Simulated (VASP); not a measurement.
# Ru (C2/m) in VASP: a series of runs

Ru is run at these levels: r2SCAN; tasks: electric field gradients.

Program: VASP 6.6.1. These are calculated values, not measurements. Logs are shortened: lines on timing, memory, paths and dates and some standing lists are left out, and cuts for length are marked.

## Step 1: The cell of the first run

The structure is monoclinic, space group C2/m (No. 12). The conventional cell has a = 4.672 Å, b = 2.697 Å, c = 4.370 Å, α = 90.00°, β = 90.00°, γ = 90.00°. Ru (site symmetry m) has 12 Ru at 2.46 to 2.95 Å within 3.3 Å.

## Step 2: Electric field gradients, r2SCAN (shortest bond scaled by 1.1)

Contents of POSCAR:

```
Ru
1.0
    2.6974396414      0.0000000000      0.0000000000
   -1.3487198207      2.3360512546      0.0000000000
    0.0000000000      0.0000000000      4.3698522191
Ru
2
Direct
    0.3666666667      0.6833333333      0.2750000000
    0.6333333333      0.3166666667      0.7250000000
```

Contents of INCAR.step1:

```
SYSTEM = Ru
PREC = Accurate ; ENCUT = 520
ISMEAR = -1 ; SIGMA = 0.05
LREAL = .FALSE. ; LASPH = .TRUE.
NELM = 80 ; NBANDS = 21
GGA = PE ; ALGO = Normal
EDIFF = 1E-4 ; LWAVE = .TRUE.
LCHARG = .FALSE.
```

Contents of INCAR.step2:

```
SYSTEM = Ru
PREC = Accurate ; ENCUT = 520
EDIFF = 1E-8 ; ISMEAR = -1
SIGMA = 0.05 ; LREAL = .FALSE.
LASPH = .TRUE. ; NELM = 80
ALGO = Normal ; ISIF = 2
LWAVE = .FALSE. ; LCHARG = .FALSE.
METAGGA = R2SCAN ; LMIXTAU = .TRUE.
LEFG = .TRUE. ; NBANDS = 21
ISTART = 1
```

Contents of KPOINTS:

```
regular mesh
0
G
  13 13 7
  0 0 0
```

Potentials or basis: VASP PAW PBE potentials, release 64 (Ru_pv).

Started as:

```console
$ cat potpaw_PBE.64/Ru_pv/POTCAR > POTCAR
$ cp INCAR.step1 INCAR
$ mpirun -np 1 vasp_std > vasp.out
$ cp INCAR.step2 INCAR
$ mpirun -np 1 vasp_std > vasp.out
```

OUTCAR:

```text
SYSTEM = Ru
   PREC = Accurate
   ENCUT = 520
   EDIFF = 1E-8
   ISMEAR = -1
   LREAL = .FALSE.
   LASPH = .TRUE.
   NELM = 80
   ISIF = 2
   METAGGA = R2SCAN
   ISTART = 1

 ion  position               nearest neighbor table
   1  0.367  0.683  0.275-   2 2.46   2 2.46   2 2.61   2 2.83   2 2.83   2 2.95
   2  0.633  0.317  0.725-   1 2.46   1 2.46   1 2.61   1 2.83   1 2.83   1 2.95

  LATTYP: Found a hexagonal cell.
 ALAT       =     2.6974396414
 C/A-ratio  =     1.6200000000

  Lattice vectors:

 A1 = (   2.6974396414,   0.0000000000,   0.0000000000)
 A2 = (  -1.3487198207,   2.3360512546,   0.0000000000)
 A3 = (   0.0000000000,   0.0000000000,   4.3698522191)

Analysis of symmetry for initial positions (statically):
=====================================================================
 Subroutine PRICEL returns:
 Original cell was already a primitive cell.

 Routine SETGRP: Setting up the symmetry group for a
 hexagonal supercell.

 Subroutine GETGRP returns: Found  4 space group operations
 (whereof  4 operations were pure point group operations)
 out of a pool of 24 trial point group operations.

The static configuration has the point symmetry C_2h.

Analysis of symmetry for dynamics (positions and initial velocities):
=====================================================================
 Subroutine PRICEL returns:
 Original cell was already a primitive cell.

 Routine SETGRP: Setting up the symmetry group for a
 hexagonal supercell.

 Subroutine GETGRP returns: Found  4 space group operations
 (whereof  4 operations were pure point group operations)
 out of a pool of 24 trial point group operations.

The dynamic configuration has the point symmetry C_2h.

 Subroutine INISYM returns: Found  4 space group operations
 (whereof  4 operations are pure point group operations),
 and found     1 'primitive' translations

----------------------------------------------------------------------------------------

                                     Primitive cell

  volume of cell :      27.5360

  direct lattice vectors                    reciprocal lattice vectors
[... 119 lines left out ...]
  energy-cutoff  :      520.00
  volume of cell :       27.54
 maximum number of plane-waves:       764
   NGX =  9   NGY =  9   NGZ = 17

 number of electron      28.0000005 magnetization

 Free energy of the ion-electron system (eV)
  ---------------------------------------------------
  ext. energy  EPLUGINS =         0.00000000
  ---------------------------------------------------
  free energy    TOTEN  =       -50.50850248 eV

  energy without entropy =      -50.49346228  energy(sigma->0) =      -50.50098238

 E-fermi :  12.5496     XC(G=0): -15.2651

 val. band max:       12.5492102376   @ k =   0.3846   0.1538   0.4286
 cond. band min:      12.5509308468   @ k =   0.1538  -0.4615   0.1429
 fundamental gap:      0.0017206092
 Fermi energy:        12.5495986668

 k-point     1 :       0.0000    0.0000    0.0000
  band No.  band energies     occupation
      1     -32.6289      2.00000
      2     -31.6435      2.00000
      3     -31.5193      2.00000
      4     -31.4052      2.00000
      5     -31.3487      2.00000
      6     -31.3278      2.00000
[... 565 lines left out ...]
     20      22.1747      0.00000
     21      22.8220      0.00000

 [... further k-points ...]

------------------------ aborting loop because EDIFF is reached ----------------------------------------

  FORCE on cell =-STRESS in cart. coord.  units (eV):
  Direction    XX          YY          ZZ          XY          YZ          ZX
  --------------------------------------------------------------------------------------
  -------------------------------------------------------------------------------------
  Total        0.3241291      0.9035142      0.8933855     -0.5017623      0.4091694      0.7087016
  in kB       18.8593922     52.5708176     51.9814788    -29.1949508     23.8074505     41.2356772
  external PRESSURE =      41.1372295 kB  Pullay stress =       0.0000000 kB

 VOLUME and BASIS-vectors are now :
 -----------------------------------------------------------------------------
  energy-cutoff  :      520.00
  volume of cell :       27.54
      direct lattice vectors                 reciprocal lattice vectors
     2.697439641  0.000000000  0.000000000     0.370721919  0.214036400  0.000000000
    -1.348719821  2.336051255  0.000000000     0.000000000  0.428072799  0.000000000
     0.000000000  0.000000000  4.369852219     0.000000000  0.000000000  0.228840691

 POSITION                                       TOTAL-FORCE (eV/Angst)
 -----------------------------------------------------------------------------------
      0.06744      1.59630      1.20171        -0.924952     -0.534021     -2.399354
      1.28128      0.73975      3.16814         0.924952      0.534021      2.399354
 -----------------------------------------------------------------------------------
    total drift:                               -0.000000      0.000000     -0.000000

  FREE ENERGIE OF THE ION-ELECTRON SYSTEM (eV)
  ---------------------------------------------------
  free  energy   TOTEN  =       -50.5085024838 eV

  energy  without entropy=      -50.4934622846  energy(sigma->0) =      -50.50098238

 Electric field gradients (V/A^2)
---------------------------------------------------------------------
 ion       V_xx      V_yy      V_zz      V_xy      V_xz      V_yz
---------------------------------------------------------------------
   1       3.163    -7.159     3.995     8.942     8.202     4.735
   2       3.163    -7.159     3.995     8.942     8.202     4.735
---------------------------------------------------------------------

 Electric field gradients after diagonalization (V/A^2)
 (convention: |V_zz| > |V_xx| > |V_yy|)
----------------------------------------------------------------------
 ion       V_xx      V_yy      V_zz     asymmetry (V_yy - V_xx)/ V_zz
----------------------------------------------------------------------
   1     -12.322    -3.554    15.876       0.552
   2     -12.322    -3.554    15.876       0.552
----------------------------------------------------------------------

           NMR quadrupolar parameters

 Cq : quadrupolar parameter    Cq=e*Q*V_zz/h
 eta: asymmetry parameters     (V_yy - V_xx)/ V_zz
 Q  : nuclear electric quadrupole moment in mb (millibarn)
----------------------------------------------------------------------
 ion       Cq(MHz)       eta       Q (mb)
----------------------------------------------------------------------
   1       0.038       0.552       1.000
   2       0.038       0.552       1.000
----------------------------------------------------------------------
```

Run time: 4.5 min. Hardware: 1 thread of Intel Xeon 6975P-C (Granite Rapids), shared host; peak memory 0.26 GiB.

What came out:

- Free energy: -50.5085 eV
- Pressure: 4.1 GPa
- Largest force: 2.626 eV/Å
- Band gap on the k mesh: zero (bands 14 and 15 overlap by 2.87 eV)
- Largest electric field gradient by atom: Ru +15.9 V/Å²

Forces on the atoms (eV/Å):
```
Ru  -0.925 -0.534 -2.399
Ru   0.925  0.534  2.399
```

Stress tensor (GPa, compression positive):
```
 1.89 -2.92  4.12
-2.92  5.26  2.38
 4.12  2.38  5.20
```

Electric field gradients, principal values (V/Å²):
| atom | least | middle | greatest (by size) |
| --- | --- | --- | --- |
| 1 Ru | -3.554 | -12.322 | 15.876 |
| 2 Ru | -3.554 | -12.322 | 15.876 |

Caveat: the cell differs from its parent crystal (shortest bond scaled by 1.1); the cell stands under pressure; without QUAD_EFG the Cq values of the log hold for a quadrupole moment of 1 mb, not for the nuclei; the PAW data sets were made with another functional, which shifts forces and pressure a little.

## Step 3: Electric field gradients, r2SCAN (shortest bond scaled by 0.7)

Contents of POSCAR:

```
Ru
1.0
    2.6974396414      0.0000000000      0.0000000000
   -1.3487198207      2.3360512546      0.0000000000
    0.0000000000      0.0000000000      4.3698522191
Ru
2
Direct
    0.2333333333      0.6166666667      0.1750000000
    0.7666666667      0.3833333333      0.8250000000
```

Contents of INCAR.step1:

```
PREC = Accurate
ENCUT = 440
ISMEAR = -1
SIGMA = 0.05
LREAL = F
LASPH = T
NELM = 120
NBANDS = 21
GGA = PE
ALGO = Normal
EDIFF = 1E-5
LWAVE = T
LCHARG = F
GGA_COMPAT = F
```

Contents of INCAR.step2:

```
PREC = Accurate
ENCUT = 440
EDIFF = 1E-8
ISMEAR = -1
SIGMA = 0.05
LREAL = F
LASPH = T
NELM = 120
ALGO = Normal
ISIF = 2
LWAVE = F
LCHARG = F
METAGGA = R2SCAN
LMIXTAU = T
LEFG = T
NBANDS = 21
ISTART = 1
GGA_COMPAT = F
```

Contents of KPOINTS:

```
Automatic mesh
0
Gamma
  13 13 7
```

Potentials or basis: VASP PAW PBE potentials, release 64 (Ru_pv).

Started as:

```console
$ cat potpaw_PBE.64/Ru_pv/POTCAR > POTCAR
$ cp INCAR.step1 INCAR
$ mpirun -np 1 vasp_std > vasp.out
$ cp INCAR.step2 INCAR
$ mpirun -np 1 vasp_std > vasp.out
```

OUTCAR:

```text
PREC = Accurate
   ENCUT = 440
   EDIFF = 1E-8
   ISMEAR = -1
   LREAL = F
   LASPH = T
   NELM = 120
   ISIF = 2
   METAGGA = R2SCAN
   ISTART = 1

 ion  position               nearest neighbor table
   1  0.233  0.617  0.175-   2 1.88   2 2.39   2 2.39   2 3.04   2 3.29   2 3.29
   2  0.767  0.383  0.825-   1 1.88   1 2.39   1 2.39   1 3.04   1 3.29   1 3.29

  LATTYP: Found a hexagonal cell.
 ALAT       =     2.6974396414
 C/A-ratio  =     1.6200000000

  Lattice vectors:

 A1 = (   2.6974396414,   0.0000000000,   0.0000000000)
 A2 = (  -1.3487198207,   2.3360512546,   0.0000000000)
 A3 = (   0.0000000000,   0.0000000000,   4.3698522191)

Analysis of symmetry for initial positions (statically):
=====================================================================
 Subroutine PRICEL returns:
 Original cell was already a primitive cell.

 Routine SETGRP: Setting up the symmetry group for a
 hexagonal supercell.

 Subroutine GETGRP returns: Found  4 space group operations
 (whereof  4 operations were pure point group operations)
 out of a pool of 24 trial point group operations.

The static configuration has the point symmetry C_2h.

Analysis of symmetry for dynamics (positions and initial velocities):
=====================================================================
 Subroutine PRICEL returns:
 Original cell was already a primitive cell.

 Routine SETGRP: Setting up the symmetry group for a
 hexagonal supercell.

 Subroutine GETGRP returns: Found  4 space group operations
 (whereof  4 operations were pure point group operations)
 out of a pool of 24 trial point group operations.

The dynamic configuration has the point symmetry C_2h.

 Subroutine INISYM returns: Found  4 space group operations
 (whereof  4 operations are pure point group operations),
 and found     1 'primitive' translations

----------------------------------------------------------------------------------------

                                     Primitive cell

  volume of cell :      27.5360

  direct lattice vectors                    reciprocal lattice vectors
     2.697439641  0.000000000  0.000000000     0.370721919  0.214036400  0.000000000
    -1.348719821  2.336051255  0.000000000     0.000000000  0.428072799  0.000000000
     0.000000000  0.000000000  4.369852219     0.000000000  0.000000000  0.228840691

  length of vectors
     2.697439641  2.697439641  4.369852219     0.428072799  0.428072799  0.228840691

  position of ions in fractional coordinates (direct lattice)
     0.233333333  0.616666667  0.175000000
     0.766666667  0.383333333  0.825000000

  ion indices of the primitive-cell ions
   primitive index   ion index
                 1           1
                 2           2

----------------------------------------------------------------------------------------

 KPOINTS: Automatic mesh

Automatic generation of k-mesh.
 Grid dimensions read from file:
[... 69 lines left out ...]
   IBRION =     -1    ionic relax: 0-MD 1-quasi-New 2-CG
   NFREE  =      0    steps in history (QN), initial steepest desc. (CG)
   ISIF   =      2    stress and relaxation
   ISYM   =      2    0-nonsym 1-usesym 2-fastsym
   POTIM  = 0.5000    time-step for ionic-motion
   TEBEG  =    0.0;   TEEND  =   0.0 temperature during run
   PSTRESS=    0.0 pullay stress
   NELECT =      28.0000    total number of electrons
   NUPDOWN=      -1.0000    fix difference up-down
   EMIN   =  10.00;   EMAX   =-10.00  energy-range for DOS
   EFERMI =   0.00;   METHOD = LEGACY
   ISMEAR =    -1;   SIGMA  =   0.05  broadening in eV -4-tet -1-fermi 0-gaus
   EFERMI_NEDOS =   21; number of points for ismear=-14 and -15
   IALGO  =     38    algorithm
   IMIX   =      4    mixing-type and parameters
     AMIX     =   0.40;   BMIX     =  1.00
     AMIX_MAG =   1.60;   BMIX_MAG =  1.00
  volume/ion in A,a.u.               =      13.77        92.91
  Fermi-wavevector in a.u.,A,eV,Ry     =   1.646243  3.110948 36.873358  2.710115
  Thomas-Fermi vector in A             =   2.735904
   LORBIT       =      0    0 simple, 1 ext, 2 COOP (PROOUT), +10 PAW based schemes
   METAGGA = R2SCAN    functional components
   LHFCALC =     F    Hartree Fock is set to
   AEXX    =    0.0000 exact exchange contribution
   IVDW    =     0    specifies the selected vdW correction
   LEPSILON=     F    determine dielectric tensor
   LRPA    =     F    only Hartree local field effects (RPA)
 non-spin polarized calculation
  energy-cutoff  :      440.00
  volume of cell :       27.54
 maximum number of plane-waves:       588
   NGX =  9   NGY =  9   NGZ = 15

 number of electron      27.9999994 magnetization

 Free energy of the ion-electron system (eV)
  ---------------------------------------------------
  ext. energy  EPLUGINS =         0.00000000
  ---------------------------------------------------
  free energy    TOTEN  =       -45.41643624 eV

  energy without entropy =      -45.39862618  energy(sigma->0) =      -45.40753121

 E-fermi :  13.0646     XC(G=0): -14.9032

 val. band max:       13.0644245234   @ k =  -0.3077   0.1538   0.1429
 cond. band min:      13.0670507948   @ k =  -0.4615   0.3077   0.2857
 fundamental gap:      0.0026262714
 Fermi energy:        13.0646060028

 k-point     1 :       0.0000    0.0000    0.0000
  band No.  band energies     occupation
      1     -35.1848      2.00000
      2     -31.8163      2.00000
      3     -31.7404      2.00000
      4     -31.5834      2.00000
      5     -31.3864      2.00000
      6     -30.1495      2.00000
[... 565 lines left out ...]
     20      21.9296      0.00000
     21      23.0454      0.00000

 [... further k-points ...]

------------------------ aborting loop because EDIFF is reached ----------------------------------------

  FORCE on cell =-STRESS in cart. coord.  units (eV):
  Direction    XX          YY          ZZ          XY          YZ          ZX
  --------------------------------------------------------------------------------------
  -------------------------------------------------------------------------------------
  Total       18.9072277      9.8819978     26.1706834      7.8160784      6.5411337     11.3295684
  in kB     1100.1137270    574.9823086   1522.7366244    454.7771486    380.5947163    659.2089521
  external PRESSURE =    1065.9442200 kB  Pullay stress =       0.0000000 kB

 VOLUME and BASIS-vectors are now :
 -----------------------------------------------------------------------------
  energy-cutoff  :      440.00
  volume of cell :       27.54
      direct lattice vectors                 reciprocal lattice vectors
     2.697439641  0.000000000  0.000000000     0.370721919  0.214036400  0.000000000
    -1.348719821  2.336051255  0.000000000     0.000000000  0.428072799  0.000000000
     0.000000000  0.000000000  4.369852219     0.000000000  0.000000000  0.228840691

 POSITION                                       TOTAL-FORCE (eV/Angst)
 -----------------------------------------------------------------------------------
     -0.20231      1.44056      0.76472         7.494022      4.326676     19.172664
      1.55103      0.89549      3.60513        -7.494022     -4.326676    -19.172664
 -----------------------------------------------------------------------------------
    total drift:                                0.000000     -0.000000      0.000000

  FREE ENERGIE OF THE ION-ELECTRON SYSTEM (eV)
  ---------------------------------------------------
  free  energy   TOTEN  =       -45.4164362413 eV

  energy  without entropy=      -45.3986261789  energy(sigma->0) =      -45.40753121

 Electric field gradients (V/A^2)
---------------------------------------------------------------------
 ion       V_xx      V_yy      V_zz      V_xy      V_xz      V_yz
---------------------------------------------------------------------
   1     -57.681   -57.762   115.443     0.068   109.051    62.961
   2     -57.681   -57.762   115.443     0.068   109.051    62.961
---------------------------------------------------------------------

 Electric field gradients after diagonalization (V/A^2)
 (convention: |V_zz| > |V_xx| > |V_yy|)
----------------------------------------------------------------------
 ion       V_xx      V_yy      V_zz     asymmetry (V_yy - V_xx)/ V_zz
----------------------------------------------------------------------
   1    -123.893   -57.800   181.694       0.364
   2    -123.893   -57.800   181.694       0.364
----------------------------------------------------------------------

           NMR quadrupolar parameters

 Cq : quadrupolar parameter    Cq=e*Q*V_zz/h
 eta: asymmetry parameters     (V_yy - V_xx)/ V_zz
 Q  : nuclear electric quadrupole moment in mb (millibarn)
----------------------------------------------------------------------
 ion       Cq(MHz)       eta       Q (mb)
----------------------------------------------------------------------
   1       0.439       0.364       1.000
   2       0.439       0.364       1.000
----------------------------------------------------------------------
```

OUTCAR.step1:

```text
PREC = Accurate
   ENCUT = 440
   ISMEAR = -1
   LREAL = F
   LASPH = T
   NELM = 120
[... 795 lines left out ...]
 -----------------------------------------------------------------------------------
     -0.20231      1.44056      0.76472         7.578984      4.375729     19.402938
      1.55103      0.89549      3.60513        -7.578984     -4.375729    -19.402938
 -----------------------------------------------------------------------------------
    total drift:                                0.000000     -0.000000     -0.000000

  FREE ENERGIE OF THE ION-ELECTRON SYSTEM (eV)
  ---------------------------------------------------
  free  energy   TOTEN  =       -12.9561664664 eV

  energy  without entropy=      -12.9375891417  energy(sigma->0) =      -12.94687780
```

It took 8.1 min on 1 thread of Oxide Virtual Turin-like, shared host; peak memory 0.19 GiB.

Results:

```yaml
Free_energy: -45.4164 eV
Pressure: 106.6 GPa
Largest_force: 21.035 eV/Å
Band_gap_on_the_k_mesh: zero (bands 14 and 15 overlap by 1.89 eV)
Largest_electric_field_gradient_by_atom: Ru +181.7 V/Å²
```

Forces in eV/Å, atoms in the order of the input:
```
Ru    7.494   4.327  19.173
Ru   -7.494  -4.327 -19.173
```

Electric field gradients, principal values (V/Å²):
```
atom    least    middle  greatest (by size)
1 Ru  -57.800  -123.893             181.694
2 Ru  -57.800  -123.893             181.694
```

Caveat: the cell differs from its parent crystal (shortest bond scaled by 0.7); atoms lie so close that the PAW spheres overlap strongly, which falsifies energies and pressures; the stress differs along the axes, from 57 to 152 GPa; without QUAD_EFG the Cq values of the log hold for a quadrupole moment of 1 mb, not for the nuclei; the PAW data sets were made with another functional, which shifts forces and pressure a little.
